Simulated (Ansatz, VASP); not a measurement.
Given: the input of a run of VASP 6.6.1 on Sr.

File INCAR:

```
  PREC = Accurate
  ENCUT = 500
  EDIFF = 1E-6
  ISMEAR = -1
  SIGMA = 0.02
  LREAL = False
  LASPH = True
  NELM = 120
  ALGO = Normal
  ISIF = 2
  LWAVE = False
  LCHARG = True
  LELF = True
  LVHAR = True
  NBANDS = 11
  GGA_COMPAT = False
```

KPOINTS

```
regular mesh
0
Gamma
  8 8 8
```

POSCAR

```
Sr
1.0
    0.0000000000      3.0624986004      3.0624986004
    3.0624986004      0.0000000000      3.0624986004
    3.0624986004      3.0624986004      0.0000000000
Sr
1
Direct
    0.0000000000      0.0000000000      0.0000000000
```

Potentials or basis: VASP PAW LDA potentials, release 64 (Sr_sv).

Command:

```console
$ cat potpaw_LDA.64/Sr_sv/POTCAR > POTCAR
$ mpirun -np 1 vasp_std > vasp.out
```

Task: Translate it to Ansatz 0.2.0. Potentials there: Ansatz PAW.

Result: As run (the cutoff follows the program's own potentials):

Contents of input.yaml:

```yaml
crystal:
  lattice:
    - [0.0, 3.0624986004, 3.0624986004]
    - [3.0624986004, 0.0, 3.0624986004]
    - [3.0624986004, 3.0624986004, 0.0]
  atoms:
    - { symbol: Sr, position: [0.0, 0.0, 0.0] }
hamiltonian:
  xc: lda
  pseudopotentials: { kind: paw }
kpoints:
  mp_grid: { grid: [8, 8, 8] }
scf:
  occupations: { method: fermi_dirac, width: 0.02 }
output:
  forces: true
  stress: true
  eigenvalues: true
```

Potentials or basis: Ansatz PAW.

Launch:

```bash
$ ansatz run input.yaml --threads 1 --pin off --max-ram 3584MiB --backend cpu --events-out ev --progress --plain --runs-dir out
```

Both were run:

|  | VASP | Ansatz | Ansatz less VASP |
| --- | --- | --- | --- |
| gap on the k mesh at the Fermi level (eV) | none | none | - |
| pressure (GPa) | -1.8 | -1.8 | +0.01 |

LDA's correlation is that of Perdew and Zunger in VASP and of Perdew and Wang (1992) in Ansatz. A gap of «none» marks a metal or a gap that the smearing closes.
